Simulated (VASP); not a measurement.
Wanted: the native input for a VASP 6.6.1 run.

```
Task                   : single point
Functional             : BLYP
Potentials or basis    : VASP PAW PBE potentials, release 64 (Cd)
Cutoff                 : 520 eV
k mesh                 : 13 × 13 × 13
Occupations            : fermi-dirac, width 0.1 eV
Spin                   : no spin polarisation
Dipole correction      : no
Further INCAR settings : ALGO = Normal; EDIFF = 1e-06; NBANDS = 12
```

The structure of Cd lies in POSCAR:

```
Cd
1.0
   -1.8983943799      1.8983943799      1.8983943799
    1.8983943799     -1.8983943799      1.8983943799
    1.8983943799      1.8983943799     -1.8983943799
Cd
1
Direct
    0.0000000000      0.0000000000      0.0000000000
```

This cell differs from its parent crystal: volume scaled by 0.96.

These files were run (other wordings do the same):

INCAR

```
SYSTEM = Cd
PREC = Accurate
ENCUT = 520
EDIFF = 1E-6
ISMEAR = -1
SIGMA = 0.1
LREAL = .FALSE.
LASPH = .TRUE.
NELM = 100
ALGO = Normal
ISIF = 2
LWAVE = .FALSE.
LCHARG = .TRUE.
GGA = B5
ALDAX = 1.0
AGGAX = 1.0
AGGAC = 1.0
ALDAC = 0.0
LELF = .TRUE.
LVHAR = .TRUE.
NBANDS = 12
```

KPOINTS

```
Automatic mesh
0
G
  13 13 13
  0 0 0
```

Potentials or basis: VASP PAW PBE potentials, release 64 (Cd).

Launch:

```console
$ cat potpaw_PBE.64/Cd/POTCAR > POTCAR
$ mpirun -np 1 vasp_std > vasp.out
```

It gave:

```json
{
 "Pressure": "0.5 GPa",
 "Band gap on the k mesh": "zero (band 6 reaches 4.07 eV, above the bottom of band 7 at 0.81 eV)"
}
```

Caveat: the PAW data sets were made with another functional, which shifts forces and pressure a little.

Run time: 31 s on 1 thread of Intel Xeon 8259CL, on a shared host, peak memory 0.15 GiB.
